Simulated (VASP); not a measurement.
Write the native input for VASP 6.6.1 that does the following.

```
Task                   : single point
Functional             : revPBE
Potentials or basis    : VASP PAW PBE potentials, release 64 (Al)
Cutoff                 : 520 eV
k mesh                 : 18 × 18 × 12
Occupations            : fermi-dirac, width 0.1 eV
Spin                   : no spin polarisation
Dipole correction      : no
Further INCAR settings : ALGO = Normal; EDIFF = 1e-06; NBANDS = 10
```

The structure of Al lies in POSCAR:

```
Al
1.0
   -3.3155933869      2.9054381132      1.3780741598
    2.9054381132     -3.3155933869      1.3780741598
    2.4098453590      2.4098453590     -2.1292742949
Al
2
Direct
    0.9895493806      0.0104506194      0.0000000000
    0.7604506194      0.2395493806      0.5000000000
```

One way to write it, as run:

INCAR

```
PREC     = Accurate       # precision mode
ENCUT    = 520            # plane-wave cutoff, eV
EDIFF    = 1E-6           # SCF threshold, eV
ISMEAR   = -1             # smearing method
SIGMA    = 0.1            # smearing width, eV
LREAL    = False          # projectors in reciprocal space
LASPH    = True           # aspherical terms in the spheres
NELM     = 80             # most SCF steps
ALGO     = Normal         # electronic algorithm
ISIF     = 2              # what is computed and relaxed
LWAVE    = False          # write WAVECAR
LCHARG   = False          # write CHGCAR
GGA      = RE             # functional
NBANDS   = 10             # bands
```

KPOINTS

```
Automatic mesh
0
Gamma
  18 18 12
```

Potentials or basis: VASP PAW PBE potentials, release 64 (Al).

The run is started by

```sh
$ cat potpaw_PBE.64/Al/POTCAR > POTCAR
$ mpirun -np 1 vasp_std > vasp.out
```

It gave:

```
Pressure               : -0.2 GPa
Largest force          : 0.008 eV/Å
Band gap on the k mesh : zero (band 3 reaches 12.52 eV, above the bottom of band 4 at 3.27 eV)
```

Caveat: the PAW data sets were made with another functional, which shifts forces and pressure a little.

It took 2.4 min on 1 thread of Intel(R) Xeon(R) 6975P-C (Granite Rapids) (shared host), peak memory 0.42 GiB.
